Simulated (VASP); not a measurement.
# C: single point with LDA

The system is C, a slab with vacuum.

```
C
1.0
     2.45617    0.00000    0.00000
    -1.22809    2.12711    0.00000
     0.00000    0.00000    8.52380
C
2
Direct
  0.66667 0.33333 0.00000
  0.33333 0.66667 0.00000
```

```
Program             : VASP 6.6.1
Task                : single point
Functional          : LDA
Potentials or basis : VASP PAW LDA potentials, release 64 (C)
Cutoff              : 520 eV
k mesh              : 12 × 12 × 3
Occupations         : fermi-dirac, width 0.05 eV
Spin                : no spin polarisation
```

```yaml
Band_gap_on_the_k_mesh: zero (filled and empty bands touch)
```

Levels at points of the mesh, in eV from the Fermi level:
```
           k point  band 1  band 2  band 3  band 4  band 5  band 6  band 7  band 8
(0.00, 0.00, 0.00)  -19.39   -7.72   -3.03   -3.03    3.13    5.48    7.09    8.33
(0.50, 0.00, 0.00)  -14.07  -13.22   -6.44   -2.38    1.63    7.56   11.05   11.14
```

It took 13 s on 1 thread of Intel(R) Xeon(R) Platinum 8559C (Emerald Rapids) (shared host), peak memory 0.13 GiB.
